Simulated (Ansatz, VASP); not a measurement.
**SrO in VASP and in Ansatz**

INCAR

```
SYSTEM = SrO
  PREC = Accurate
  ENCUT = 600
  EDIFF = 1E-6
  ISMEAR = -1
  SIGMA = 0.03
  LREAL = .FALSE.
  LASPH = .TRUE.
  NELM = 120
  ALGO = Normal
  ISIF = 2
  LWAVE = .FALSE.
  LCHARG = .FALSE.
  GGA = PE
  NBANDS = 15
  GGA_COMPAT = .FALSE.
```

File KPOINTS:

```
regular mesh
0
G
  4 4 4
  0 0 0
```

The input POSCAR:

```
SrO
1.0
    0.0000000000      2.5663000000      2.5663000000
    2.5663000000      0.0000000000      2.5663000000
    2.5663000000      2.5663000000      0.0000000000
Sr O
1 1
Direct
    0.5000000000      0.5000000000      0.5000000000
    0.0000000000      0.0000000000      0.0000000000
```

input.yaml

```yaml
crystal:
  lattice:
    - [0.0, 2.5663, 2.5663]
    - [2.5663, 0.0, 2.5663]
    - [2.5663, 2.5663, 0.0]
  atoms:
    - { symbol: Sr, position: [0.5, 0.5, 0.5] }
    - { symbol: O, position: [0.0, 0.0, 0.0] }
kpoints:
  mp_grid: { grid: [4, 4, 4] }
scf:
  occupations: { method: fermi_dirac, width: 0.03 }
hamiltonian:
  xc: pbe
  pseudopotentials: { kind: all_electron, lapw: { basis_error: 0.002 } }
output:
  forces: true
  stress: true
  eigenvalues: true
```

Alike in both runs: task single point; functional PBE; k mesh 4 × 4 × 4; occupations fermi-dirac, width 0.03 eV; no spin polarisation.

```csv
,VASP,Ansatz
version,VASP 6.6.1,Ansatz 0.2.0
potentials or method,"VASP PAW PBE potentials, release 64 (Sr_sv, O), cutoff 600 eV","all-electron LAPW, scalar-relativistic"
```

|  | VASP | Ansatz | Ansatz less VASP |
| --- | --- | --- | --- |
| gap on the k mesh at the Fermi level (eV) | 3.26 | 3.30 | +0.047 |
| least direct gap on the mesh (eV) | 3.34 | 3.38 | +0.036 |
| pressure (GPa) | 3.9 | 3.3 | -0.51 |

Ansatz ran all-electron here, and VASP with PAW potentials.

The k mesh is coarse, so the values compare programs but aren't converged.
